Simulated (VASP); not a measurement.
# CoSi2 (fluorite type) (Fm-3m) in VASP: relaxation of cell and atoms with PBEsol

Aim: the relaxation of cell and atoms of CoSi2 (fluorite type) with PBEsol.

Program: VASP 6.6.1. These are calculated values, not measurements. Logs are shortened: lines on timing, memory, paths and dates and some standing lists are left out, and cuts for length are marked.

### Step 1. The cell of the first run

The structure is cubic, space group Fm-3m (No. 225). Conventional cell: a = 5.294 Å, b = 5.294 Å, c = 5.294 Å, α = 90.00°, β = 90.00°, γ = 90.00°. Co (site symmetry m-3m) has 8 Si at 2.29 Å within 3.0 Å. Si (site symmetry -43m) has 4 Co at 2.29 Å and 6 Si at 2.65 Å within 3.0 Å.

### Step 2. Relaxation of cell and atoms, PBEsol

The input, INCAR:

```
SYSTEM = CoSi2
ALGO = Normal ; EDIFF = 1E-7
EDIFFG = -0.005 ; ENCUT = 600
GGA = PS ; GGA_COMPAT = .False.
IBRION = 2 ; ISIF = 3
ISMEAR = -1 ; LASPH = .True.
LCHARG = .False. ; LREAL = .False.
LWAVE = .False. ; NELM = 120
NELMIN = 4 ; NSW = 60
PREC = Accurate ; SIGMA = 0.1
```

The input, KPOINTS:

```
k-points
0
Gamma
  11 11 11
  0 0 0
```

The input, POSCAR:

```
CoSi2
1.0
    0.0000000000      2.6470344660      2.6470344660
    2.6470344660      0.0000000000      2.6470344660
    2.6470344660      2.6470344660      0.0000000000
Co Si
1 2
Direct
    0.0000000000      0.0000000000      0.0000000000
    0.2500000000      0.2500000000      0.2500000000
    0.7500000000      0.7500000000      0.7500000000
```

Potentials or basis: VASP PAW PBE potentials, release 64 (Co, Si).

Started as:

```bash
$ cat potpaw_PBE.64/Co/POTCAR potpaw_PBE.64/Si/POTCAR > POTCAR
$ mpirun -np 1 vasp_std > vasp.out
```

OUTCAR:

```text
SYSTEM = CoSi2
   EDIFF = 1E-7
   EDIFFG = -0.005
   ENCUT = 600
   GGA = PS
   IBRION = 2
   ISIF = 3
   ISMEAR = -1
   LASPH = .True.
   LREAL = .False.
   NELM = 120
   NELMIN = 4
   NSW = 60
   PREC = Accurate

 ion  position               nearest neighbor table
   1  0.000  0.000  0.000-   3 2.29   3 2.29   3 2.29   2 2.29   3 2.29   2 2.29   2 2.29   2 2.29

   2  0.250  0.250  0.250-   1 2.29   1 2.29   1 2.29   1 2.29   3 2.65   3 2.65   3 2.65   3 2.65
                             3 2.65   3 2.65
   3  0.750  0.750  0.750-   1 2.29   1 2.29   1 2.29   1 2.29   2 2.65   2 2.65   2 2.65   2 2.65
                             2 2.65   2 2.65

  LATTYP: Found a face centered cubic cell.
 ALAT       =     5.2940689320

  Lattice vectors:

 A1 = (   0.0000000000,   2.6470344660,   2.6470344660)
 A2 = (   2.6470344660,   0.0000000000,   2.6470344660)
 A3 = (   2.6470344660,   2.6470344660,   0.0000000000)

Analysis of symmetry for initial positions (statically):
=====================================================================
 Subroutine PRICEL returns:
 Original cell was already a primitive cell.

 Routine SETGRP: Setting up the symmetry group for a
 face centered cubic supercell.

 Subroutine GETGRP returns: Found 48 space group operations
 (whereof 48 operations were pure point group operations)
 out of a pool of 48 trial point group operations.

The static configuration has the point symmetry O_h .

Analysis of symmetry for dynamics (positions and initial velocities):
=====================================================================
 Subroutine PRICEL returns:
 Original cell was already a primitive cell.

 Routine SETGRP: Setting up the symmetry group for a
 face centered cubic supercell.

 Subroutine GETGRP returns: Found 48 space group operations
 (whereof 48 operations were pure point group operations)
 out of a pool of 48 trial point group operations.

The dynamic configuration has the point symmetry O_h .

 Subroutine INISYM returns: Found 48 space group operations
 (whereof 48 operations are pure point group operations),
 and found     1 'primitive' translations

----------------------------------------------------------------------------------------

                                     Primitive cell

  volume of cell :      37.0944

  direct lattice vectors                    reciprocal lattice vectors
     0.000000000  2.647034466  2.647034466    -0.188890627  0.188890627  0.188890627
     2.647034466  0.000000000  2.647034466     0.188890627 -0.188890627  0.188890627
     2.647034466  2.647034466  0.000000000     0.188890627  0.188890627 -0.188890627

  length of vectors
     3.743472042  3.743472042  3.743472042     0.327168163  0.327168163  0.327168163

  position of ions in fractional coordinates (direct lattice)
     0.000000000  0.000000000  0.000000000
     0.250000000  0.250000000  0.250000000
     0.750000000  0.750000000  0.750000000

  ion indices of the primitive-cell ions
   primitive index   ion index
                 1           1
                 2           2
                 3           3

----------------------------------------------------------------------------------------

 KPOINTS: k-points

Automatic generation of k-mesh.
 Grid dimensions read from file:
 generate k-points for:   11   11   11

 Generating k-lattice:

  Cartesian coordinates                     Fractional coordinates (reciprocal lattice)
    -0.017171875  0.017171875  0.017171875     0.090909091  0.000000000  0.000000000
     0.017171875 -0.017171875  0.017171875     0.000000000  0.090909091  0.000000000
     0.017171875  0.017171875 -0.017171875     0.000000000  0.000000000  0.090909091

  Length of vectors
     0.029742560  0.029742560  0.029742560

  Shift w.r.t. Gamma in fractional coordinates (k-lattice)
     0.000000000  0.000000000  0.000000000

 Subroutine IBZKPT returns following result:
 ===========================================

 Found     56 irreducible k-points:

 Following reciprocal coordinates:
            Coordinates               Weight
  0.000000  0.000000  0.000000      1.000000
  0.090909  0.000000  0.000000      8.000000
  0.181818  0.000000  0.000000      8.000000
  0.272727  0.000000  0.000000      8.000000
  0.363636  0.000000  0.000000      8.000000
  0.454545  0.000000  0.000000      8.000000
[... 16 lines left out ...]
 -0.272727  0.181818  0.000000     24.000000
 -0.181818  0.181818  0.000000     12.000000
 [... further k-points ...]
   k-points           NKPTS =     56   k-points in BZ     NKDIM =     56   number of bands    NBANDS=     12
   number of dos      NEDOS =    301   number of ions     NIONS =      3
   total plane-waves  NPLWV =  27000
   dimension x,y,z NGX =    30 NGY =   30 NGZ =   30
   dimension x,y,z NGXF=    60 NGYF=   60 NGZF=   60
   ions per type =               1   2
   NGX,Y,Z   is equivalent  to a cutoff of  13.32, 13.32, 13.32 a.u.
   NGXF,Y,Z  is equivalent  to a cutoff of  26.65, 26.65, 26.65 a.u.
 SYSTEM =  CoSi2
   PREC   = accura    normal or accurate (medium, high low for compatibility)
   ISTART =      0    job   : 0-new  1-cont  2-samecut
   ICHARG =      2    charge: 1-file 2-atom 10-const
   ISPIN  =      1    spin polarized calculation?
   LNONCOLLINEAR =      F non collinear calculations
   LSORBIT =      F    spin-orbit coupling
   LASPH  =      T    aspherical Exc in radial PAW
   ENCUT  =  600.0 eV  44.10 Ry    6.64 a.u.   7.48  7.48  7.48*2*pi/ulx,y,z
   NELM   =    120;   NELMIN=  4; NELMDL= -5     # of ELM steps
   EDIFF  = 0.1E-06   stopping-criterion for ELM
   LREAL  =      F    real-space projection
   EDIFFG = -.5E-02   stopping-criterion for IOM
   NSW    =     60    number of steps for IOM
   IBRION =      2    ionic relax: 0-MD 1-quasi-New 2-CG
   NFREE  =      1    steps in history (QN), initial steepest desc. (CG)
   ISIF   =      3    stress and relaxation
   ISYM   =      2    0-nonsym 1-usesym 2-fastsym
   POTIM  = 0.5000    time-step for ionic-motion
   TEBEG  =    0.0;   TEEND  =   0.0 temperature during run
   PSTRESS=    0.0 pullay stress
   NELECT =      17.0000    total number of electrons
   NUPDOWN=      -1.0000    fix difference up-down
   EMIN   =  10.00;   EMAX   =-10.00  energy-range for DOS
   EFERMI =   0.00;   METHOD = LEGACY
   ISMEAR =    -1;   SIGMA  =   0.10  broadening in eV -4-tet -1-fermi 0-gaus
   EFERMI_NEDOS =   21; number of points for ismear=-14 and -15
   IALGO  =     38    algorithm
   IMIX   =      4    mixing-type and parameters
     AMIX     =   0.40;   BMIX     =  1.00
     AMIX_MAG =   1.60;   BMIX_MAG =  1.00
  volume/ion in A,a.u.               =      12.36        83.44
  Fermi-wavevector in a.u.,A,eV,Ry     =   1.262181  2.385176 21.675444  1.593100
  Thomas-Fermi vector in A             =   2.395602
   LORBIT       =      0    0 simple, 1 ext, 2 COOP (PROOUT), +10 PAW based schemes
   GGA     = PS    functional components
   LHFCALC =     F    Hartree Fock is set to
   AEXX    =    0.0000 exact exchange contribution
   IVDW    =     0    specifies the selected vdW correction
   LEPSILON=     F    determine dielectric tensor
   LRPA    =     F    only Hartree local field effects (RPA)
 conjugate gradient relaxation of ions
 non-spin polarized calculation
  energy-cutoff  :      600.00
  volume of cell :       37.09
 maximum number of plane-waves:      1258
 NGX is ok and might be reduce to    30
   NGX = 15   NGY = 15   NGZ = 15

--------------------------------------- Ionic step        1  -------------------------------------------

 number of electron      16.9999998 magnetization

 Free energy of the ion-electron system (eV)
  ---------------------------------------------------
  ext. energy  EPLUGINS =         0.00000000
  ---------------------------------------------------
  free energy    TOTEN  =       -20.99683351 eV

  energy without entropy =      -20.96413962  energy(sigma->0) =      -20.98048657

------------------------ aborting loop because EDIFF is reached ----------------------------------------

  FORCE on cell =-STRESS in cart. coord.  units (eV):
  Direction    XX          YY          ZZ          XY          YZ          ZX
  --------------------------------------------------------------------------------------
  -------------------------------------------------------------------------------------
  Total        0.4968365      0.4968365      0.4968365      0.0000000     -0.0000000      0.0000000
  in kB       21.4592892     21.4592892     21.4592892      0.0000000     -0.0000000      0.0000000
  external PRESSURE =      21.4592892 kB  Pullay stress =       0.0000000 kB

 VOLUME and BASIS-vectors are now :
 -----------------------------------------------------------------------------
  energy-cutoff  :      600.00
  volume of cell :       37.09
      direct lattice vectors                 reciprocal lattice vectors
     0.000000000  2.647034466  2.647034466    -0.188890627  0.188890627  0.188890627
     2.647034466  0.000000000  2.647034466     0.188890627 -0.188890627  0.188890627
     2.647034466  2.647034466  0.000000000     0.188890627  0.188890627 -0.188890627
[... 38 lines left out ...]
 POSITION                                       TOTAL-FORCE (eV/Angst)
 -----------------------------------------------------------------------------------
      0.00000      0.00000      0.00000         0.000000     -0.000000      0.000000
      1.33409      1.33409      1.33409        -0.000000     -0.000000     -0.000000
      4.00227      4.00227      4.00227         0.000000      0.000000      0.000000
 -----------------------------------------------------------------------------------
    total drift:                                0.000000     -0.000000     -0.000000

  FREE ENERGIE OF THE ION-ELECTRON SYSTEM (eV)
  ---------------------------------------------------
  free  energy   TOTEN  =       -20.9958666751 eV

  energy  without entropy=      -20.9619769665  energy(sigma->0) =      -20.97892182

--------------------------------------- Ionic step        3  -------------------------------------------

 number of electron      17.0000001 magnetization

 Free energy of the ion-electron system (eV)
  ---------------------------------------------------
  ext. energy  EPLUGINS =         0.00000000
  ---------------------------------------------------
  free energy    TOTEN  =       -20.99960167 eV

  energy without entropy =      -20.96636289  energy(sigma->0) =      -20.98298228

 E-fermi :  10.3279     XC(G=0): -11.9650

 val. band max:       10.3041158052   @ k =  -0.2727   0.2727   0.0000
 cond. band min:      10.3406318327   @ k =   0.3636   0.1818   0.0000
 fundamental gap:      0.0365160274
 Fermi energy:        10.3278544218

 k-point     1 :       0.0000    0.0000    0.0000
  band No.  band energies     occupation
      1      -2.9843      2.00000
      2       6.1303      2.00000
      3       6.1303      2.00000
      4       6.1303      2.00000
      5       8.3338      2.00000
      6       8.3338      2.00000
      7      11.3479      0.00007
      8      13.7537      0.00000
      9      13.7537      0.00000
     10      13.7600      0.00000
     11      13.8431      0.00000
     12      13.8431      0.00000

 k-point     2 :       0.0909    0.0000    0.0000
  band No.  band energies     occupation
      1      -2.8564      2.00000
      2       5.8325      2.00000
      3       6.1757      2.00000
      4       6.1757      2.00000
      5       8.2951      2.00000
      6       8.2951      2.00000
      7      11.3516      0.00007
      8      12.3032      0.00000
      9      12.9704      0.00000
     10      12.9704      0.00000
     11      14.6646      0.00000
     12      14.6646      0.00000
[... 316 lines left out ...]
 k-point    24 :      -0.1818    0.1818    0.0000
  band No.  band energies     occupation
      1      -1.6434      2.00000
      2       4.0933      2.00000
      3       5.7702      2.00000
      4       6.7793      2.00000
      5       7.7056      2.00000
      6       8.4644      2.00000
      7       8.9301      2.00000
      8       9.8861      1.97617
      9      11.7457      0.00000
     10      13.5216      0.00000
     11      13.9024      0.00000
     12      14.1692      0.00000

 [... further k-points ...]
[... 5 lines left out ...]
  --------------------------------------------------------------------------------------
  -------------------------------------------------------------------------------------
  Total       -0.0025894     -0.0025894     -0.0025894     -0.0000000     -0.0000000     -0.0000000
  in kB       -0.1106099     -0.1106099     -0.1106099     -0.0000000     -0.0000000     -0.0000000
  external PRESSURE =      -0.1106099 kB  Pullay stress =       0.0000000 kB

 VOLUME and BASIS-vectors are now :
 -----------------------------------------------------------------------------
  energy-cutoff  :      600.00
  volume of cell :       37.51
      direct lattice vectors                 reciprocal lattice vectors
    -0.000000000  2.656823424  2.656823424    -0.188194667  0.188194667  0.188194667
     2.656823424 -0.000000000  2.656823424     0.188194667 -0.188194667  0.188194667
     2.656823424  2.656823424  0.000000000     0.188194667  0.188194667 -0.188194667

 POSITION                                       TOTAL-FORCE (eV/Angst)
 -----------------------------------------------------------------------------------
      0.00000      0.00000      0.00000        -0.000000      0.000000      0.000000
      1.32841      1.32841      1.32841         0.000000      0.000000     -0.000000
      3.98524      3.98524      3.98524         0.000000     -0.000000     -0.000000
 -----------------------------------------------------------------------------------
    total drift:                                0.000000     -0.000000     -0.000000

  FREE ENERGIE OF THE ION-ELECTRON SYSTEM (eV)
  ---------------------------------------------------
  free  energy   TOTEN  =       -20.9996016667 eV

  energy  without entropy=      -20.9663628859  energy(sigma->0) =      -20.98298228

 reached required accuracy - stopping structural energy minimisation
```

It took 90 s on 1 thread of Intel Xeon 8259CL, shared host; peak memory 0.19 GiB.

What came out:

* Free energy: -20.9996 eV
* Relaxed volume: 12.50 Å³/atom
* Relaxed cell: a = 3.757 Å, b = 3.757 Å, c = 3.757 Å, α = 60.00°, β = 60.00°, γ = 60.00°
* Space group after relaxing (to 0.1 Å): Fm-3m (No. 225)
* Energy gained by relaxing: 0.9 meV/atom
* Ionic steps: 3
* Pressure after relaxing: 0.0 GPa
* Band gap on the k mesh: zero (an odd number of electrons rules out a gap without spin polarisation)

The path:
```csv
step,energy change (eV),largest force (eV/Å),pressure (GPa),volume (Å³)
1,0.0000,0.0000,2.15,37.09
2,0.0010,0.0000,-2.43,37.99
3,-0.0028,0.0000,-0.01,37.51
```

Final structure:
```yaml
crystal:
  lattice:
    - [0.00000, 2.65682, 2.65682]
    - [2.65682, 0.00000, 2.65682]
    - [2.65682, 2.65682, 0.00000]
  atoms:
    - { symbol: Co, position: [0.00000, 0.00000, 0.00000] }
    - { symbol: Si, position: [0.25000, 0.25000, 0.25000] }
    - { symbol: Si, position: [0.75000, 0.75000, 0.75000] }
```

Levels at points of the mesh, in eV from the Fermi level:
| k point | band 5 | band 6 | band 7 | band 8 | band 9 | band 10 | band 11 | band 12 |
| --- | --- | --- | --- | --- | --- | --- | --- | --- |
| (0.00, 0.00, 0.00) | -1.99 | -1.99 | 1.02 | 3.43 | 3.43 | 3.43 | 3.52 | 3.52 |

Caveat: the PAW data sets were made with another functional, which shifts forces and pressure a little; the run has no spin polarisation, though such a crystal can be magnetic.
